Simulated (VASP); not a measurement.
Wanted: the native input for a VASP 6.6.1 run.

```yaml
Task: single point
Functional: r2SCAN
Potentials_or_basis: VASP PAW PBE potentials, release 64 (Ga_d, As, In_d)
Cutoff: 520 eV
k_mesh: 4 × 4 × 4
Occupations: fermi-dirac, width 0.02 eV
Spin: no spin polarisation
Dipole_correction: no
Further_INCAR_settings: ALGO = Normal; EDIFF = 1e-06; NBANDS = 46
```

In3GaAs4:

```
Ga As In
1.0
     5.99823    0.00000    0.00000
     0.00000    5.99823    0.00000
     0.00000    0.00000    5.99823
Ga As In
1 4 3
Cartesian
  0.0000 0.0000 0.0000
  1.4372 1.4372 1.4372
  4.5610 4.5610 1.4372
  4.5610 1.4372 4.5610
  1.4372 4.5610 4.5610
  2.9991 2.9991 0.0000
  2.9991 0.0000 2.9991
  0.0000 2.9991 2.9991
```

The input as run:

POSCAR

```
In3GaAs4
1.0
    5.9982332510      0.0000000000      0.0000000000
    0.0000000000      5.9982332510      0.0000000000
    0.0000000000      0.0000000000      5.9982332510
Ga As In
1 4 3
Direct
    0.0000000000      0.0000000000      0.0000000000
    0.2396018501      0.2396018501      0.2396018501
    0.7603981499      0.7603981499      0.2396018501
    0.7603981499      0.2396018501      0.7603981499
    0.2396018501      0.7603981499      0.7603981499
    0.5000000000      0.5000000000      0.0000000000
    0.5000000000      0.0000000000      0.5000000000
    0.0000000000      0.5000000000      0.5000000000
```

INCAR.step1

```
SYSTEM = In3GaAs4
ALGO = Normal ; EDIFF = 1E-4
ENCUT = 520 ; GGA = PE
ISMEAR = -1 ; LASPH = .True.
LCHARG = .False. ; LREAL = .False.
LWAVE = .True. ; NBANDS = 46
NELM = 60 ; PREC = Accurate
SIGMA = 0.02
```

INCAR.step2

```
SYSTEM = In3GaAs4
ALGO = Normal ; EDIFF = 1E-6
ENCUT = 520 ; ISIF = 2
ISMEAR = -1 ; ISTART = 1
LASPH = .True. ; LCHARG = .False.
LMIXTAU = .True. ; LREAL = .False.
LWAVE = .False. ; METAGGA = R2SCAN
NBANDS = 46 ; NELM = 60
PREC = Accurate ; SIGMA = 0.02
```

KPOINTS

```
k-points
0
Gamma
  4 4 4
  0 0 0
```

Potentials or basis: VASP PAW PBE potentials, release 64 (Ga_d, As, In_d).

Run with:

```bash
$ cat potpaw_PBE.64/Ga_d/POTCAR potpaw_PBE.64/As/POTCAR potpaw_PBE.64/In_d/POTCAR > POTCAR
$ cp INCAR.step1 INCAR
$ mpirun -np 1 vasp_std > vasp.out
$ cp INCAR.step2 INCAR
$ mpirun -np 1 vasp_std > vasp.out
```

Results of the run:

- Pressure: 0.0 GPa
- Band gap on the k mesh: 0.20 eV

Caveat: semilocal functionals underestimate gaps, and a narrow one can read as zero; the PAW data sets were made with another functional, which shifts forces and pressure a little; spin-orbit coupling is left out, which moves the levels of the heavy elements.

Run time: 3.6 min on 1 thread of Intel(R) Xeon(R) 6975P-C (Granite Rapids), with other jobs on the host, peak memory 0.41 GiB.
